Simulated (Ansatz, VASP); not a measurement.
**C in VASP and in Ansatz**

File INCAR:

```
SYSTEM = C
ALGO     = Normal         ! electronic algorithm
EDIFF    = 1E-7           ! SCF threshold, eV
ENCUT    = 520            ! plane-wave cutoff, eV
GGA      = PS             ! functional
ISIF     = 2              ! what is computed and relaxed
ISMEAR   = -1             ! smearing method
LASPH    = .True.         ! aspherical terms in the spheres
LCHARG   = .False.        ! write CHGCAR
LREAL    = .False.        ! projectors in reciprocal space
LWAVE    = .False.        ! write WAVECAR
NBANDS   = 8              ! bands
NELM     = 100            ! most SCF steps
PREC     = Accurate       ! precision mode
SIGMA    = 0.1            ! smearing width, eV
```

File KPOINTS:

```
k-points
0
Gamma
  20 20 20
  0 0 0
```

File POSCAR:

```
C
1.0
    0.0000000000      1.4764343023      1.4764343023
    1.4764343023      0.0000000000      1.4764343023
    1.4764343023      1.4764343023      0.0000000000
C
1
Direct
    0.0000000000      0.0000000000      0.0000000000
```

Input for Ansatz:

```yaml
crystal:
  lattice:
    - [0.0, 1.4764343023, 1.4764343023]
    - [1.4764343023, 0.0, 1.4764343023]
    - [1.4764343023, 1.4764343023, 0.0]
  atoms:
    - { symbol: C, position: [0.0, 0.0, 0.0] }
hamiltonian:
  xc: pbesol
  pseudopotentials:
    kind: paw
    azcp:
      C: "pseudopotentials/C.paw.azcp"
basis:
  ecutwfc: 420
  fft_grid_basis: typed
kpoints:
  mp_grid: { grid: [20, 20, 20], shift: [0, 0, 0] }
magnetization:
  spin_polarized: false
scf:
  occupations: { method: fermi_dirac, width: 0.1 }
  lower_state_search: "off"
output:
  stress: true
```

Alike in both runs: task single point; functional PBEsol; k mesh 20 × 20 × 20; occupations fermi-dirac, width 0.1 eV; no spin polarisation.

```csv
,VASP,Ansatz
version,VASP 6.6.1,Ansatz 0.2.0
potentials or method,"VASP PAW PBE potentials, release 64 (C), cutoff 520 eV","plane waves (420 eV) with PAW, scalar-relativistic"
valence electrons in the cell,4,4
```

|  | VASP | Ansatz | Ansatz less VASP |
| --- | --- | --- | --- |
| pressure (GPa) | 16.8 | 16.5 | -0.29 |

VASP's potentials were made for PBE, not for PBEsol, and Ansatz warns of the same on its side. The functional is the same, so the differences come from potentials, cutoffs and numerics.
